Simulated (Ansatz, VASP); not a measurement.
## One calculation of InSe, two programs

```
Se In
1.0
     4.02661    0.00000    0.00000
    -2.01331    3.48715    0.00000
     0.00000    0.00000   28.27071
Se In
4 4
Direct
  0.00000 0.00000 0.15918
  0.00000 0.00000 0.34967
  0.33333 0.66667 0.48090
  0.33333 0.66667 0.67139
  0.66667 0.33333 0.20500
  0.66667 0.33333 0.30385
  0.66667 0.33333 0.52672
  0.66667 0.33333 0.62557
```

Alike in both runs: task single point; functional PBE; dispersion D3(BJ); k mesh 9 × 9 × 1; occupations gaussian, width 0.05 eV; no spin polarisation.

```csv
,VASP,Ansatz
version,VASP 6.6.1,Ansatz 0.2.0
potentials or method,"VASP PAW PBE potentials, release 64 (Se, In_d), cutoff 520 eV","scalar-relativistic, plane waves, PAW"
valence electrons in the cell,76,116
```

|  | VASP | Ansatz | Ansatz less VASP |
| --- | --- | --- | --- |
| gap on the k mesh at the Fermi level (eV) | 1.28 | 1.29 | +0.010 |
| least direct gap on the mesh (eV) | 1.31 | 1.32 | +0.009 |
| rms of the force components (eV/Å) | 0.026 | 0.023 | -0.0031 |

VASP's potentials hold 76 valence electrons a cell and Ansatz's 116, so a difference there can come from the potentials and not from the codes.
